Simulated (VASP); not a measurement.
A run of VASP 6.6.1 is set up as follows.

The input INCAR:

```
SYSTEM = MnO2
PREC = Accurate
ENCUT = 520
EDIFF = 1E-7
ISMEAR = 0
SIGMA = 0.02
LREAL = .FALSE.
LASPH = .TRUE.
ALGO = Normal
NELM = 100
ISIF = 2
LWAVE = .FALSE.
LCHARG = .FALSE.
ISPIN = 2
MAGMOM = 4 4 0 0 0 0
LORBIT = 11
LMAXMIX = 4
IVDW = 1
```

Contents of KPOINTS:

```
k-points
0
Gamma
  8 8 2
```

File POSCAR:

```
MnO2
1.0
    2.8549554371      0.0000000000      0.0000000000
   -1.4274777185      2.4724639352      0.0000000000
    0.0000000000      0.0000000000     10.2217427273
Mn O
2 4
Direct
    0.0000000000      0.0000000000      0.5000000000
    0.0000000000      0.0000000000      0.0000000000
    0.6666666667      0.3333333333      0.4068564500
    0.6666666667      0.3333333333      0.0931435500
    0.3333333333      0.6666666667      0.5931435500
    0.3333333333      0.6666666667      0.9068564500
```

Potentials or basis: VASP PAW PBE potentials, release 64 (Mn_pv, O).

Launch:

```console
$ cat potpaw_PBE.64/Mn_pv/POTCAR potpaw_PBE.64/O/POTCAR > POTCAR
$ mpirun -np 1 vasp_std > vasp.out
```

Question: Predict the site moments.

Answer: Mn +2.83; O +0.04 μB.

Question: Estimate the largest force.

Answer: 0.351 eV/Å.

Question: Estimate the band gap on the k mesh.

Answer: 0.87 eV (least direct gap 0.92 eV).

Forces in eV/Å, atoms in the order of the input:
```
Mn   0.000  0.000  0.000
Mn   0.000  0.000  0.000
O    0.000  0.000 -0.351
O    0.000  0.000  0.351
O    0.000  0.000  0.351
O    0.000  0.000 -0.351
```

Caveat: only a ferromagnetic start was run, and an antiferromagnetic order may lie lower in energy. A k mesh can miss the band edges.
